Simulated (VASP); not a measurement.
# B2P3 (Cmmm) in VASP: a series of runs, part 2 of 2

VASP 6.6.1. Earlier steps stand in the parts before.

### Step 3. Single point, PBE

INCAR

```
SYSTEM = B2P3
ALGO = Normal ; EDIFF = 1E-6
ENCUT = 520 ; GGA = PE
ISIF = 2 ; ISMEAR = 0
LASPH = .True. ; LCHARG = .False.
LREAL = .False. ; LWAVE = .False.
NBANDS = 18 ; NELM = 100
PREC = Accurate ; SIGMA = 0.1
```

KPOINTS

```
k-points
0
Gamma
  12 12 6
  0 0 0
```

POSCAR

```
B2P3
1.0
    2.0741354804     -2.2803201443      0.0000000000
    2.0741354804      2.2803201443      0.0000000000
    0.0000000000      0.0000000000      5.9645289032
B P
2 3
Direct
    0.1897388853      0.8102611147      0.0000000000
    0.8102611147      0.1897388853      0.0000000000
    0.5000000000      0.5000000000      0.7569173615
    0.5000000000      0.5000000000      0.2430826385
    0.0000000000      0.0000000000      0.5000000000
```

Potentials or basis: VASP PAW PBE potentials, release 64 (B, P).

Command:

```
$ cat potpaw_PBE.64/B/POTCAR potpaw_PBE.64/P/POTCAR > POTCAR
$ mpirun -np 1 vasp_std > vasp.out
```

OUTCAR:

```text
SYSTEM = B2P3
   EDIFF = 1E-6
   ENCUT = 520
   GGA = PE
   ISIF = 2
   ISMEAR = 0
   LASPH = .True.
   LREAL = .False.
   NELM = 100
   PREC = Accurate

 ion  position               nearest neighbor table
   1  0.190  0.810  0.000-   2 1.73   3 2.03   4 2.03   2 2.15   2 2.15
   2  0.810  0.190  0.000-   1 1.73   3 2.03   4 2.03   1 2.15   1 2.15
   3  0.500  0.500  0.757-   1 2.03   2 2.03   5 2.58   5 2.58   5 2.75   5 2.75   4 2.90
[... 710 lines left out ...]
  Direction    XX          YY          ZZ          XY          YZ          ZX
  --------------------------------------------------------------------------------------
  -------------------------------------------------------------------------------------
  Total       -0.0568111     -0.0385213     -0.0805580      0.0000000      0.0000000      0.0000000
  in kB       -1.6132604     -1.0938880     -2.2875998      0.0000000      0.0000000      0.0000000
  external PRESSURE =      -1.6649160 kB  Pullay stress =       0.0000000 kB

 VOLUME and BASIS-vectors are now :
 -----------------------------------------------------------------------------
  energy-cutoff  :      520.00
  volume of cell :       56.42
      direct lattice vectors                 reciprocal lattice vectors
     2.074135480 -2.280320144  0.000000000     0.241064291 -0.219267457  0.000000000
     2.074135480  2.280320144  0.000000000     0.241064291  0.219267457  0.000000000
     0.000000000  0.000000000  5.964528903     0.000000000  0.000000000  0.167657835

 POSITION                                       TOTAL-FORCE (eV/Angst)
 -----------------------------------------------------------------------------------
      2.07414      1.41499      0.00000         0.000000     -0.006216      0.000000
      2.07414     -1.41499      0.00000         0.000000      0.006216      0.000000
      2.07414      0.00000      4.51466        -0.000000     -0.000000      0.008008
      2.07414      0.00000      1.44987        -0.000000     -0.000000     -0.008008
      0.00000      0.00000      2.98226         0.000000      0.000000      0.000000
 -----------------------------------------------------------------------------------
    total drift:                               -0.000000     -0.000000      0.000000

  FREE ENERGIE OF THE ION-ELECTRON SYSTEM (eV)
  ---------------------------------------------------
  free  energy   TOTEN  =       -26.2904807075 eV

  energy  without entropy=      -26.2791351826  energy(sigma->0) =      -26.28480795
```

OSZICAR:

```text
N       E                     dE             d eps       ncg     rms          rms(c)
DAV:   1     0.445311317272E+02    0.44531E+02   -0.90342E+03  6192   0.101E+03
DAV:   2    -0.250992785129E+02   -0.69630E+02   -0.67457E+02  8294   0.166E+02
DAV:   3    -0.277915671475E+02   -0.26923E+01   -0.26606E+01  8160   0.300E+01
DAV:   4    -0.278110134950E+02   -0.19446E-01   -0.19413E-01  8008   0.292E+00
DAV:   5    -0.278111664376E+02   -0.15294E-03   -0.15285E-03  8116   0.242E-01    0.994E+00
DAV:   6    -0.263946337484E+02    0.14165E+01   -0.82472E+00  7354   0.150E+01    0.504E+00
DAV:   7    -0.262997304658E+02    0.94903E-01   -0.12351E+00  7398   0.615E+00    0.349E+00
DAV:   8    -0.262920115315E+02    0.77189E-02   -0.97988E-02  7654   0.178E+00    0.767E-01
DAV:   9    -0.262904428251E+02    0.15687E-02   -0.71835E-03  7766   0.495E-01    0.219E-01
DAV:  10    -0.262905010476E+02   -0.58223E-04   -0.13451E-03  7768   0.230E-01    0.541E-02
DAV:  11    -0.262904810124E+02    0.20035E-04   -0.94008E-05  7552   0.555E-02    0.241E-02
DAV:  12    -0.262904809772E+02    0.35212E-07   -0.12854E-05  7784   0.226E-02    0.844E-03
DAV:  13    -0.262904807075E+02    0.26970E-06   -0.13693E-06  4146   0.687E-03
   1 F= -.26290481E+02 E0= -.26284808E+02  d E =-.113455E-01
```

Wall time 46 s (1 thread of Intel Xeon 6975P-C (Granite Rapids), shared host); peak memory 0.27 GiB.

What came out:

* Free energy: -26.2905 eV
* Pressure: -0.2 GPa
* Largest force: 0.008 eV/Å
* Band gap on the k mesh: zero (an odd number of electrons rules out a gap without spin polarisation)

Forces in eV/Å, atoms in the order of the input:
```
B    0.000 -0.006  0.000
B    0.000  0.006  0.000
P    0.000  0.000  0.008
P    0.000  0.000 -0.008
P    0.000  0.000  0.000
```

### Step 4. Relaxation of cell and atoms, PBE

This run uses another cell than the first one, of 11.36 Å³/atom.

INCAR

```
PREC = Accurate ; ENCUT = 600
EDIFF = 1E-6 ; ISMEAR = 0
SIGMA = 0.1 ; LREAL = F
LASPH = T ; NELM = 80
ALGO = Normal ; ISIF = 3
LWAVE = F ; LCHARG = F
GGA = PE ; IBRION = 2
NSW = 90 ; EDIFFG = -0.04
```

KPOINTS

```
regular mesh
0
Gamma
  6 6 4
```

POSCAR

```
B2P3
1.0
    2.0833900363     -2.2632509145      0.0000000000
    2.0833900363      2.2632509145      0.0000000000
    0.0000000000      0.0000000000      6.0235211091
B P
2 3
Direct
    0.1914512442      0.8085487558      0.0000000000
    0.8085487558      0.1914512442      0.0000000000
    0.5000000000      0.5000000000      0.7608292184
    0.5000000000      0.5000000000      0.2391707816
    0.0000000000      0.0000000000      0.5000000000
```

Command:

```
$ cat potpaw_PBE.64/B/POTCAR potpaw_PBE.64/P/POTCAR > POTCAR
$ mpirun -np 1 vasp_std > vasp.out
```

It took 60 s on 1 thread of Intel Xeon 6975P-C (Granite Rapids), shared host; peak memory 0.2 GiB.

Results (log left out):

* Free energy: -26.3276 eV
* Relaxed volume: 11.14 Å³/atom
* Relaxed cell: a = 3.079 Å, b = 3.079 Å, c = 5.907 Å, α = 90.00°, β = 90.00°, γ = 95.83°
* Space group after relaxing (to 0.1 Å): Cmmm (No. 65)
* Energy gained by relaxing: 7.5 meV/atom
* Ionic steps: 7
* Pressure after relaxing: 0.1 GPa
* Largest force after relaxing: 0.012 eV/Å
* Band gap on the k mesh: zero (an odd number of electrons rules out a gap without spin polarisation)

Forces in eV/Å, atoms in the order of the input:
```
B    0.000  0.011  0.000
B    0.000 -0.011  0.000
P    0.000  0.000 -0.012
P    0.000  0.000  0.012
P    0.000  0.000  0.000
```

Stress tensor (GPa, compression positive):
```
-0.01  0.00  0.00
 0.00  0.29  0.00
 0.00  0.00  0.05
```

Step by step:
| step | energy change (eV) | largest force (eV/Å) | pressure (GPa) | volume (Å³) |
| --- | --- | --- | --- | --- |
| 1 | 0.0000 | 0.3537 | -0.33 | 56.80 |
| 2 | -0.0255 | 0.2234 | -1.08 | 56.60 |
| 3 | -0.0294 | 0.3378 | -1.42 | 56.47 |
| 4 | -0.0297 | 0.2758 | -1.35 | 56.50 |
| 5 | -0.0356 | 0.0495 | 0.37 | 55.56 |
| 6 | -0.0363 | 0.0672 | -0.07 | 55.79 |
| 7 | -0.0376 | 0.0118 | 0.11 | 55.70 |

Final structure:
```cif
data_structure
_symmetry_space_group_name_H-M 'P 1'
_symmetry_Int_Tables_number 1
_cell_length_a 3.0789
_cell_length_b 3.0789
_cell_length_c 5.9065
_cell_angle_alpha 90.000
_cell_angle_beta 90.000
_cell_angle_gamma 95.834
_cell_volume 55.70
loop_
_atom_site_label
_atom_site_type_symbol
_atom_site_fract_x
_atom_site_fract_y
_atom_site_fract_z
_atom_site_occupancy
B1 B 0.18980 0.81020 0.00000 1
B2 B 0.81020 0.18980 0.00000 1
P1 P 0.50000 0.50000 0.75415 1
P2 P 0.50000 0.50000 0.24585 1
P3 P 0.00000 0.00000 0.50000 1
```

Levels at points of the mesh, in eV from the Fermi level:
```csv
k point,band 6,band 7,band 8,band 9,band 10,band 11,band 12,band 13,band 14
"(0.00, 0.00, 0.00)",-2.82,-2.64,-1.74,-1.35,-0.57,0.74,1.04,2.33,2.35
"(0.50, 0.00, 0.00)",-7.66,-2.72,0.00,0.02,0.45,1.34,1.46,2.99,3.32
"(0.50, 0.50, 0.00)",-6.70,-5.76,-4.96,-4.82,-4.48,-3.51,-3.45,2.23,3.97
"(0.00, 0.00, 0.50)",-2.60,-2.30,-1.84,-1.66,-1.03,-0.67,2.72,3.32,3.67
"(0.50, 0.00, 0.50)",-4.78,-4.29,-3.62,-2.45,0.77,1.02,1.67,2.30,4.18
"(0.50, 0.50, 0.50)",-7.44,-6.76,-6.55,-3.16,-1.83,-1.82,-0.08,0.21,0.43
```

### Step 5. Relaxation of cell and atoms, PBE

This run uses another cell than the first one, of 11.17 Å³/atom.

INCAR

```
SYSTEM = B2P3
ALGO = Normal ; EDIFF = 1E-6
EDIFFG = -0.01 ; ENCUT = 600
GGA = PE ; IBRION = 2
ISIF = 3 ; ISMEAR = 0
LASPH = .True. ; LCHARG = .False.
LREAL = .False. ; LWAVE = .False.
NELM = 100 ; NSW = 100
PREC = Accurate ; SIGMA = 0.1
```

KPOINTS

```
k-points
0
Gamma
  12 12 6
  0 0 0
```

POSCAR

```
B2P3
1.0
    2.0639745112     -2.2878495394      0.0000000000
    2.0639745112      2.2878495394      0.0000000000
    0.0000000000      0.0000000000      5.9115092370
B P
2 3
Direct
    0.1899103587      0.8100896413      0.0000000000
    0.8100896413      0.1899103587      0.0000000000
    0.5000000000      0.5000000000      0.7541157264
    0.5000000000      0.5000000000      0.2458842736
    0.0000000000      0.0000000000      0.5000000000
```

Potentials or basis: VASP PAW PBE potentials, release 64 (B, P).

Command:

```
$ cat potpaw_PBE.64/B/POTCAR potpaw_PBE.64/P/POTCAR > POTCAR
$ mpirun -np 1 vasp_std > vasp.out
```

OUTCAR:

```text
SYSTEM = B2P3
   EDIFF = 1E-6
   EDIFFG = -0.01
   ENCUT = 600
   GGA = PE
   IBRION = 2
   ISIF = 3
   ISMEAR = 0
   LASPH = .True.
   LREAL = .False.
   NELM = 100
   NSW = 100
   PREC = Accurate

 ion  position               nearest neighbor table
   1  0.190  0.810  0.000-   2 1.74   3 2.03   4 2.03   2 2.14   2 2.14
   2  0.810  0.190  0.000-   1 1.74   3 2.03   4 2.03   1 2.14   1 2.14
   3  0.500  0.500  0.754-   1 2.03   2 2.03   5 2.55   5 2.55   5 2.74   5 2.74   4 2.91
   4  0.500  0.500  0.246-   1 2.03   2 2.03   5 2.55   5 2.55   5 2.74   5 2.74   3 2.91
   5  0.000  0.000  0.500-   3 2.55   4 2.55   3 2.55   4 2.55   3 2.74   4 2.74   3 2.74   4 2.74

  LATTYP: Found a base centered orthorhombic cell.
 ALAT       =     4.1279490224
 B/A-ratio  =     1.1084679229
 C/A-ratio  =     1.4320693412

  Lattice vectors:
[... 443 lines left out ...]
      4       5.0932      2.00000
      5       6.2387      2.00000
      6       6.3521      2.00000
      7       6.7963      2.00000
      8       7.5968      2.00000
      9       7.8013      2.00000
     10       8.6780      2.00000
     11      10.0584      0.00000
     12      10.3057      0.00000
     13      11.5766      0.00000
     14      11.5923      0.00000
[... 377 lines left out ...]
      1      -4.6910      2.00000
      2      -1.8255      2.00000
      3      -1.1296      2.00000
      4      -0.1759      2.00000
      5       2.2380      2.00000
      6       2.7468      2.00000
      7       5.3389      2.00000
      8       6.2651      2.00000
      9       8.1749      2.00000
     10       8.7983      2.00000
     11       9.2298      0.75135
     12       9.8271      0.00000
     13      11.5912      0.00000
     14      12.3417      0.00000

 [... further k-points ...]

------------------------ aborting loop because EDIFF is reached ----------------------------------------

  FORCE on cell =-STRESS in cart. coord.  units (eV):
  Direction    XX          YY          ZZ          XY          YZ          ZX
  --------------------------------------------------------------------------------------
  -------------------------------------------------------------------------------------
  Total        0.0192617     -0.0185467     -0.0106418      0.0000000      0.0000000      0.0000000
  in kB        0.5478729     -0.5275360     -0.3026903      0.0000000      0.0000000      0.0000000
  external PRESSURE =      -0.0941178 kB  Pullay stress =       0.0000000 kB
[... 20 lines left out ...]
  FREE ENERGIE OF THE ION-ELECTRON SYSTEM (eV)
  ---------------------------------------------------
  free  energy   TOTEN  =       -26.2927705449 eV

  energy  without entropy=      -26.2814929421  energy(sigma->0) =      -26.28713174

 reached required accuracy - stopping structural energy minimisation
```

CONTCAR:

```text
B2P3
   1.00000000000000
     2.0714383235685769   -2.2806858458750519    0.0000000000000000
     2.0714383235685769    2.2806858458750519    0.0000000000000000
     0.0000000000000000    0.0000000000000000    5.9615399517763015
  B               P
     2     3
Direct
     0.1897922160321156    0.8102077839678843    0.0000000000000000
     0.8102077839678843    0.1897922160321156    0.0000000000000000
     0.5000000000000000    0.5000000000000000    0.7568589778048346
     0.5000000000000000    0.5000000000000000    0.2431410221951653
     0.0000000000000000    0.0000000000000000    0.5000000000000000

  0.00000000E+00  0.00000000E+00  0.00000000E+00
  0.00000000E+00  0.00000000E+00  0.00000000E+00
  0.00000000E+00  0.00000000E+00  0.00000000E+00
  0.00000000E+00  0.00000000E+00  0.00000000E+00
  0.00000000E+00  0.00000000E+00  0.00000000E+00
```

Run time: 3.1 min. Hardware: 1 thread of Intel Xeon 6975P-C (Granite Rapids), shared host; peak memory 0.29 GiB.

What came out:

```
Free energy                           : -26.2928 eV
Relaxed volume                        : 11.27 Å³/atom
Relaxed cell                          : a = 3.081 Å, b = 3.081 Å, c = 5.962 Å, α = 90.00°, β = 90.00°, γ = 95.51°
Space group after relaxing (to 0.1 Å) : Cmmm (No. 65)
Energy gained by relaxing             : 1.1 meV/atom
Ionic steps                           : 7
Pressure after relaxing               : 0.0 GPa
Band gap on the k mesh                : zero (an odd number of electrons rules out a gap without spin polarisation)
```

Forces in eV/Å, atoms in the order of the input:
```
B    0.000 -0.002  0.000
B    0.000  0.002  0.000
P    0.000  0.000  0.000
P    0.000  0.000  0.000
P    0.000  0.000  0.000
```

Stress tensor (GPa, compression positive):
```
 0.05  0.00  0.00
 0.00 -0.05  0.00
 0.00  0.00 -0.03
```

Step by step:
```tsv
step	energy change (eV)	largest force (eV/Å)	pressure (GPa)	volume (Å³)
1	0.0000	0.1257	0.47	55.83
2	-0.0041	0.0977	0.17	56.09
3	-0.0045	0.0891	0.03	56.21
4	-0.0052	0.0389	0.05	56.28
5	-0.0052	0.0438	0.06	56.29
6	-0.0053	0.0172	-0.02	56.34
7	-0.0053	0.0020	-0.01	56.33
```

Final structure:
```xyz
5
Lattice="2.0714 -2.2807 0.0000 2.0714 2.2807 0.0000 0.0000 0.0000 5.9615" Properties=species:S:1:pos:R:3 pbc="T T T"
B     2.0714    1.4150    0.0000
B     2.0714   -1.4150    0.0000
P     2.0714    0.0000    4.5120
P     2.0714    0.0000    1.4495
P     0.0000    0.0000    2.9808
```

### Step 6. The runs side by side

| task | cell | k mesh | cutoff (eV) | gap on the mesh (eV) | pressure (GPa) | relaxed volume (Å³/atom) | largest force (eV/Å) |
| --- | --- | --- | --- | --- | --- | --- | --- |
| single point | a = 3.083, b = 3.083, c = 5.965 Å, angles 90.0, 90.0, 95.4°, 5 atoms, atomic positions A | 12 × 12 × 6 | 520 | none | -0.2 | - | 0.01 |
| relaxation of cell and atoms | relaxed from a = 3.076, b = 3.076, c = 6.024 Å, angles 90.0, 90.0, 94.7°, 5 atoms, atomic positions B | 6 × 6 × 4 | 600 | none | 0.1 | 11.14 | 0.01 |
| relaxation of cell and atoms | relaxed from a = 3.081, b = 3.081, c = 5.912 Å, angles 90.0, 90.0, 95.9°, 5 atoms, atomic positions C | 12 × 12 × 6 | 600 | none | 0.0 | 11.27 | - |

Alike in all rows: level PBE; potentials or basis VASP PAW PBE potentials, release 64 (B, P); no spin polarisation; smearing gaussian 0.1 eV.

Absolute energies hang on the potentials; compare differences alone.
